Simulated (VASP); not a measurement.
Input of a VASP 6.6.1 run:

The input INCAR:

```
SYSTEM = GeS
ALGO = Normal ; EDIFF = 1E-6
ENCUT = 500 ; GGA = PE
GGA_COMPAT = .False. ; ISIF = 2
ISMEAR = 0 ; IVDW = 12
LASPH = .True. ; LCHARG = .False.
LREAL = .False. ; LWAVE = .False.
NBANDS = 50 ; NELM = 120
PREC = Accurate ; SIGMA = 0.02
```

File KPOINTS:

```
k-points
0
Gamma
  4 8 6
  0 0 0
```

POSCAR

```
GeS
1.0
   10.7933284089      0.0000000000      0.0000000000
    0.0000000000      3.6870620336      0.0000000000
    0.0000000000      0.0000000000      4.4226089118
Ge S
4 4
Direct
    0.1261953975      0.2500000000      0.1371003244
    0.3738046025      0.7500000000      0.6371003244
    0.6261953975      0.2500000000      0.3628996756
    0.8738046025      0.7500000000      0.8628996756
    0.8477121151      0.2500000000      0.4974459453
    0.6522878849      0.7500000000     -0.0025540547
    0.3477121151      0.2500000000      1.0025540547
    0.1522878849      0.7500000000      0.5025540547
```

Potentials or basis: VASP PAW PBE potentials, release 64 (Ge_d, S).

Run with:

```console
$ cat potpaw_PBE.64/Ge_d/POTCAR potpaw_PBE.64/S/POTCAR > POTCAR
$ mpirun -np 1 vasp_std > vasp.out
```

**Question.** Predict the band gap on the k mesh.

**Answer.** 1.28 eV.

**Question.** What does it give for the largest force?

**Answer.** 0.005 eV/Å.

Stress tensor (GPa, compression positive):
```
-1.56  0.00  0.00
 0.00 -1.67  0.00
 0.00  0.00 -1.54
```

A k mesh can miss the band edges.
